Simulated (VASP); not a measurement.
Wanted: the native input for a VASP 6.6.1 run.

```yaml
Task: relaxation of cell and atoms
Functional: BLYP
Dispersion: D3(BJ)
Potentials_or_basis: VASP PAW PBE potentials, release 64 (Ge_d)
Cutoff: 600 eV
k_mesh: 12 × 12 × 12, shifted
Occupations: gaussian, width 0.1 eV
Spin: no spin polarisation
Dipole_correction: no
Further_INCAR_settings: ALGO = Normal; EDIFF = 1e-06; IBRION = 2; EDIFFG = -0.01; NSW = 80; ISIF = 3
```

The structure of Ge lies in POSCAR:

```
Ge
1.0
   -2.5744900000      2.5744900000      1.3974130000
    2.5744900000     -2.5744900000      1.3974130000
    2.5744900000      2.5744900000     -1.3974130000
Ge
2
Direct
    0.2500000000      0.7500000000      0.5000000000
    0.5000000000      0.5000000000      0.0000000000
```

These files were run (other wordings do the same):

INCAR

```
PREC = Accurate
ENCUT = 600
EDIFF = 1E-6
ISMEAR = 0
SIGMA = 0.1
LREAL = F
LASPH = T
NELM = 80
ALGO = Normal
ISIF = 3
LWAVE = F
LCHARG = F
GGA = B5
ALDAX = 1.0
AGGAX = 1.0
AGGAC = 1.0
ALDAC = 0.0
IVDW = 12
VDW_S6 = 1.0
VDW_S8 = 2.6996
VDW_A1 = 0.4298
VDW_A2 = 4.2359
IBRION = 2
NSW = 80
EDIFFG = -0.01
```

KPOINTS

```
Automatic mesh
0
Gamma
  12 12 12
  0.5 0.5 0.5
```

Potentials or basis: VASP PAW PBE potentials, release 64 (Ge_d).

Run with:

```bash
$ cat potpaw_PBE.64/Ge_d/POTCAR > POTCAR
$ mpirun -np 1 vasp_std > vasp.out
```

Results of the run:

| Item | Value |
| --- | --- |
| Relaxed volume | 19.21 Å³/atom |
| Relaxed cell | a = 3.937 Å, b = 3.937 Å, c = 3.937 Å, α = 97.54°, β = 97.54°, γ = 137.51° |
| Space group after relaxing (to 0.05 Å) | I4_1/amd (No. 141) |
| Energy gained by relaxing | 5.9 meV/atom |
| Ionic steps | 12 |
| Pressure after relaxing | 0.0 GPa |
| Band gap on the k mesh | zero (band 14 reaches 8.49 eV, above the bottom of band 15 at 3.91 eV) |
| Dispersion energy per atom | -0.799 eV |

Caveat: the PAW data sets were made with another functional, which shifts forces and pressure a little; pairwise dispersion overbinds metals, which lowers pressure and volume.

It took 4.7 min on 1 thread of Intel(R) Xeon(R) 6975P-C (Granite Rapids) (shared host), peak memory 0.27 GiB.
